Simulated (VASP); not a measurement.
# SnO in VASP: single point with PBE+D3(BJ)

Aim: the single point of SnO with PBE+D3(BJ).

All numbers are computed with VASP 6.6.1; they aren't measurements. Logs are shortened: lines on timing, memory, paths and dates and some standing lists are left out, and cuts for length are marked.

**1. The cell of the first run**

The typed cell holds 8 atoms: a = 3.837 Å, b = 3.837 Å, c = 9.527 Å, α = 90.00°, β = 90.00°, γ = 90.00°.

**2. Single point, PBE+D3(BJ)**

Contents of INCAR:

```
ALGO = Normal ; EDIFF = 1E-6
ENCUT = 520 ; GGA = PE
ISIF = 2 ; ISMEAR = 0
IVDW = 12 ; LASPH = T
LCHARG = F ; LREAL = F
LWAVE = F ; NBANDS = 50
NELM = 80 ; PREC = Accurate
SIGMA = 0.02
```

Contents of KPOINTS:

```
k-points
0
Gamma
  10 10 4
```

Contents of POSCAR:

```
SnO
1.0
    2.7131243500     -2.7131038046      0.0000000000
    2.7131243500      2.7131038046      0.0000000000
    0.0000000000      0.0000000000      9.5271433928
Sn O
4 4
Direct
    0.7500095965      0.2499904035      0.8716241898
    0.2499904035      0.7500095965      0.1283758102
    0.7499904035      0.2500095965      0.3716241898
    0.2500095965      0.7499904035      0.6283758102
    0.2500040677      0.2499959323      0.2500000000
    0.7499959323      0.7500040677      0.7500000000
    0.2499959323      0.2500040677      0.7500000000
    0.7500040677      0.7499959323      0.2500000000
```

Potentials or basis: VASP PAW PBE potentials, release 64 (Sn_d, O).

Started as:

```console
$ cat potpaw_PBE.64/Sn_d/POTCAR potpaw_PBE.64/O/POTCAR > POTCAR
$ mpirun -np 1 vasp_std > vasp.out
```

OUTCAR:

```text
EDIFF = 1E-6
   ENCUT = 520
   GGA = PE
   ISIF = 2
   ISMEAR = 0
   IVDW = 12
   LASPH = T
   LREAL = F
   NELM = 80
   PREC = Accurate
 IVDW          = 12

 ion  position               nearest neighbor table
   1  0.750  0.250  0.872-   6 2.24   7 2.24   6 2.24   7 2.24   4 3.57   4 3.57   4 3.57   4 3.57
                             2 3.65   2 3.65   2 3.65   2 3.65
   2  0.250  0.750  0.128-   5 2.24   8 2.24   8 2.24   5 2.24   3 3.57   3 3.57   3 3.57   3 3.57
                             1 3.65   1 3.65   1 3.65   1 3.65
   3  0.750  0.250  0.372-   5 2.24   8 2.24   5 2.24   8 2.24   2 3.57   2 3.57   2 3.57   2 3.57
                             4 3.65   4 3.65   4 3.65   4 3.65
   4  0.250  0.750  0.628-   6 2.24   7 2.24   7 2.24   6 2.24   1 3.57   1 3.57   1 3.57   1 3.57
                             3 3.65   3 3.65   3 3.65   3 3.65
   5  0.250  0.250  0.250-   2 2.24   3 2.24   2 2.24   3 2.24
   6  0.750  0.750  0.750-   1 2.24   4 2.24   4 2.24   1 2.24
   7  0.250  0.250  0.750-   1 2.24   4 2.24   1 2.24   4 2.24
   8  0.750  0.750  0.250-   2 2.24   3 2.24   3 2.24   2 2.24

  LATTYP: Found a simple tetragonal cell.
 ALAT       =     3.8369227244
 C/A-ratio  =     2.4830167499

  Lattice vectors:

 A1 = (   2.7131243500,  -2.7131038046,   0.0000000000)
 A2 = (   2.7131243500,   2.7131038046,   0.0000000000)
 A3 = (   0.0000000000,   0.0000000000,   9.5271433928)

Analysis of symmetry for initial positions (statically):
=====================================================================
 Subroutine PRICEL returns:
 Original cell was already a primitive cell.

 Routine SETGRP: Setting up the symmetry group for a
 simple tetragonal supercell.

 Subroutine GETGRP returns: Found  8 space group operations
 (whereof  4 operations were pure point group operations)
 out of a pool of 16 trial point group operations.

The static configuration has the point symmetry C_2h.
 The point group associated with its full space group is D_2h.

Analysis of symmetry for dynamics (positions and initial velocities):
=====================================================================
 Subroutine PRICEL returns:
 Original cell was already a primitive cell.

 Routine SETGRP: Setting up the symmetry group for a
 simple tetragonal supercell.

 Subroutine GETGRP returns: Found  8 space group operations
 (whereof  4 operations were pure point group operations)
 out of a pool of 16 trial point group operations.

The dynamic configuration has the point symmetry C_2h.
 The point group associated with its full space group is D_2h.

 Subroutine INISYM returns: Found  8 space group operations
 (whereof  4 operations are pure point group operations),
 and found     1 'primitive' translations

----------------------------------------------------------------------------------------

                                     Primitive cell

  volume of cell :     140.2584

  direct lattice vectors                    reciprocal lattice vectors
     2.713124350 -2.713103805  0.000000000     0.184289378 -0.184290774  0.000000000
     2.713124350  2.713103805  0.000000000     0.184289378  0.184290774  0.000000000
     0.000000000  0.000000000  9.527143393     0.000000000  0.000000000  0.104963257

  length of vectors
     3.836922724  3.836922724  9.527143393     0.260625525  0.260625525  0.104963257

  position of ions in fractional coordinates (direct lattice)
     0.750009596  0.249990403  0.871624190
     0.249990403  0.750009596  0.128375810
     0.749990403  0.250009596  0.371624190
     0.250009596  0.749990403  0.628375810
     0.250004068  0.249995932  0.250000000
     0.749995932  0.750004068  0.750000000
     0.249995932  0.250004068  0.750000000
     0.750004068  0.749995932  0.250000000

  ion indices of the primitive-cell ions
   primitive index   ion index
                 1           1
                 2           2
                 3           3
                 4           4
                 5           5
                 6           6
                 7           7
                 8           8

----------------------------------------------------------------------------------------

 KPOINTS: k-points

Automatic generation of k-mesh.
 Grid dimensions read from file:
 generate k-points for:   10   10    4

 Generating k-lattice:

  Cartesian coordinates                     Fractional coordinates (reciprocal lattice)
     0.018428938 -0.018429077  0.000000000     0.100000000  0.000000000  0.000000000
     0.018428938  0.018429077  0.000000000     0.000000000  0.100000000  0.000000000
     0.000000000  0.000000000  0.026240814     0.000000000  0.000000000  0.250000000

  Length of vectors
     0.026062553  0.026062553  0.026240814

  Shift w.r.t. Gamma in fractional coordinates (k-lattice)
     0.000000000  0.000000000  0.000000000

 Subroutine IBZKPT returns following result:
 ===========================================

 Found     93 irreducible k-points:

 Following reciprocal coordinates:
            Coordinates               Weight
  0.000000  0.000000  0.000000      1.000000
  0.100000  0.000000  0.000000      4.000000
  0.200000  0.000000  0.000000      4.000000
  0.300000  0.000000  0.000000      4.000000
  0.400000  0.000000  0.000000      4.000000
  0.500000 -0.000000  0.000000      2.000000
[... 16 lines left out ...]
  0.300000  0.300000  0.000000      2.000000
 -0.300000  0.300000  0.000000      2.000000
 [... further k-points ...]
   k-points           NKPTS =     93   k-points in BZ     NKDIM =     93   number of bands    NBANDS=     50
   number of dos      NEDOS =    301   number of ions     NIONS =      8
   total plane-waves  NPLWV =  64800
   dimension x,y,z NGX =    30 NGY =   30 NGZ =   72
   dimension x,y,z NGXF=    60 NGYF=   60 NGZF=  144
   ions per type =               4   4
   NGX,Y,Z   is equivalent  to a cutoff of  13.00, 13.00, 12.56 a.u.
   NGXF,Y,Z  is equivalent  to a cutoff of  26.00, 26.00, 25.13 a.u.
 SYSTEM =  unknown system
   PREC   = accura    normal or accurate (medium, high low for compatibility)
   ISTART =      0    job   : 0-new  1-cont  2-samecut
   ICHARG =      2    charge: 1-file 2-atom 10-const
   ISPIN  =      1    spin polarized calculation?
   LNONCOLLINEAR =      F non collinear calculations
   LSORBIT =      F    spin-orbit coupling
   LASPH  =      T    aspherical Exc in radial PAW
   ENCUT  =  520.0 eV  38.22 Ry    6.18 a.u.   7.13  7.13 17.71*2*pi/ulx,y,z
   NELM   =     80;   NELMIN=  2; NELMDL= -5     # of ELM steps
   EDIFF  = 0.1E-05   stopping-criterion for ELM
   LREAL  =      F    real-space projection
   EDIFFG = 0.1E-04   stopping-criterion for IOM
   NSW    =      0    number of steps for IOM
   IBRION =     -1    ionic relax: 0-MD 1-quasi-New 2-CG
   NFREE  =      0    steps in history (QN), initial steepest desc. (CG)
   ISIF   =      2    stress and relaxation
   ISYM   =      2    0-nonsym 1-usesym 2-fastsym
   POTIM  = 0.5000    time-step for ionic-motion
   TEBEG  =    0.0;   TEEND  =   0.0 temperature during run
   PSTRESS=    0.0 pullay stress
   NELECT =      80.0000    total number of electrons
   NUPDOWN=      -1.0000    fix difference up-down
   EMIN   =  10.00;   EMAX   =-10.00  energy-range for DOS
   EFERMI =   0.00;   METHOD = LEGACY
   ISMEAR =     0;   SIGMA  =   0.02  broadening in eV -4-tet -1-fermi 0-gaus
   EFERMI_NEDOS =   21; number of points for ismear=-14 and -15
   IALGO  =     38    algorithm
   IMIX   =      4    mixing-type and parameters
     AMIX     =   0.40;   BMIX     =  1.00
     AMIX_MAG =   1.60;   BMIX_MAG =  1.00
  volume/ion in A,a.u.               =      17.53       118.31
  Fermi-wavevector in a.u.,A,eV,Ry     =   1.357673  2.565630 25.079297  1.843276
  Thomas-Fermi vector in A             =   2.484572
   LORBIT       =      0    0 simple, 1 ext, 2 COOP (PROOUT), +10 PAW based schemes
   GGA     = PE    functional components
   LHFCALC =     F    Hartree Fock is set to
   AEXX    =    0.0000 exact exchange contribution
   IVDW    =    12    specifies the selected vdW correction
   LEPSILON=     F    determine dielectric tensor
   LRPA    =     F    only Hartree local field effects (RPA)
 non-spin polarized calculation
 Gauss-broadening in eV      SIGMA  =   0.02
  energy-cutoff  :      520.00
  volume of cell :      140.26
 maximum number of plane-waves:      3812
 NGX is ok and might be reduce to    30
   NGX = 15   NGY = 15   NGZ = 35

 number of electron      80.0000027 magnetization

 Free energy of the ion-electron system (eV)
  ---------------------------------------------------
  ext. energy  EPLUGINS =         0.00000000
  ---------------------------------------------------
  free energy    TOTEN  =       -45.37979696 eV

  energy without entropy =      -45.37961278  energy(sigma->0) =      -45.37970487

 E-fermi :   7.0943     XC(G=0): -10.2720

 val. band max:        7.0906201562   @ k =   0.5000   0.5000   0.0000
 cond. band min:       7.3395657624   @ k =   0.5000   0.5000   0.2500
 fundamental gap:      0.2489456062
 Fermi energy:         7.0943334286

 k-point     1 :       0.0000    0.0000    0.0000
  band No.  band energies     occupation
      1     -14.8412      2.00000
      2     -14.8205      2.00000
      3     -14.4606      2.00000
      4     -14.4489      2.00000
      5     -14.4489      2.00000
      6     -14.4400      2.00000
[... 42 lines left out ...]
     49      12.9417      0.00000
     50      12.9417      0.00000

 k-point     2 :       0.1000    0.0000    0.0000
  band No.  band energies     occupation
      1     -14.8355      2.00000
      2     -14.8170      2.00000
      3     -14.4599      2.00000
      4     -14.4471      2.00000
      5     -14.4462      2.00000
      6     -14.4386      2.00000
[... 1158 lines left out ...]
 k-point    24 :      -0.3000    0.3000    0.0000
  band No.  band energies     occupation
      1     -14.7871      2.00000
      2     -14.7741      2.00000
      3     -14.6701      2.00000
      4     -14.6661      2.00000
      5     -14.4339      2.00000
      6     -14.4323      2.00000
[... 42 lines left out ...]
     49      12.6728      0.00000
     50      13.9497      0.00000

 [... further k-points ...]

------------------------ aborting loop because EDIFF is reached ----------------------------------------

 Edisp (eV)   -1.87705

 E8    (eV) :    -0.8145

  FORCE on cell =-STRESS in cart. coord.  units (eV):
  Direction    XX          YY          ZZ          XY          YZ          ZX
  --------------------------------------------------------------------------------------
  -------------------------------------------------------------------------------------
  Total       0.17074     0.17185     0.16129     0.00000     0.00000     0.00000
  in kB       1.95038     1.96301     1.84247     0.00000     0.00000     0.00000
  external pressure =        1.92 kB  Pullay stress =        0.00 kB

 VOLUME and BASIS-vectors are now :
 -----------------------------------------------------------------------------
  energy-cutoff  :      520.00
  volume of cell :      140.26
      direct lattice vectors                 reciprocal lattice vectors
     2.713124350 -2.713103805  0.000000000     0.184289378 -0.184290774  0.000000000
     2.713124350  2.713103805  0.000000000     0.184289378  0.184290774  0.000000000
     0.000000000  0.000000000  9.527143393     0.000000000  0.000000000  0.104963257

 POSITION                                       TOTAL-FORCE (eV/Angst)
 -----------------------------------------------------------------------------------
      2.71312     -1.35660      8.30409         0.000000      0.000272      0.077523
      2.71312      1.35660      1.22305         0.000000     -0.000272     -0.077523
      2.71312     -1.35650      3.54052         0.000000     -0.000272      0.077523
      2.71312      1.35650      5.98663         0.000000      0.000272     -0.077523
      1.35656     -0.00002      2.38179         0.000000      0.000251      0.000000
      4.06969      0.00002      7.14536         0.000000     -0.000251      0.000000
      1.35656      0.00002      7.14536         0.000000     -0.000251      0.000000
      4.06969     -0.00002      2.38179         0.000000      0.000251      0.000000
 -----------------------------------------------------------------------------------
    total drift:                               -0.000000      0.000000      0.000000

  FREE ENERGIE OF THE ION-ELECTRON SYSTEM (eV)
  ---------------------------------------------------
  free  energy   TOTEN  =       -47.2568433987 eV

  energy  without entropy=      -47.2566592206  energy(sigma->0) =      -47.25675131
```

It took 5.4 min on 1 thread of Intel Xeon 6975P-C (Granite Rapids), shared host; peak memory 0.56 GiB.

What came out:

```
Free energy                : -47.2568 eV
Pressure                   : 0.2 GPa
Largest force              : 0.078 eV/Å
Dispersion energy per atom : -0.235 eV
```

Forces on the atoms (eV/Å):
```
Sn   0.000  0.000  0.078
Sn   0.000  0.000 -0.078
Sn   0.000  0.000  0.078
Sn   0.000  0.000 -0.078
O    0.000  0.000  0.000
O    0.000  0.000  0.000
O    0.000  0.000  0.000
O    0.000  0.000  0.000
```

Caveat: spin-orbit coupling is left out, which moves the levels of the heavy elements.
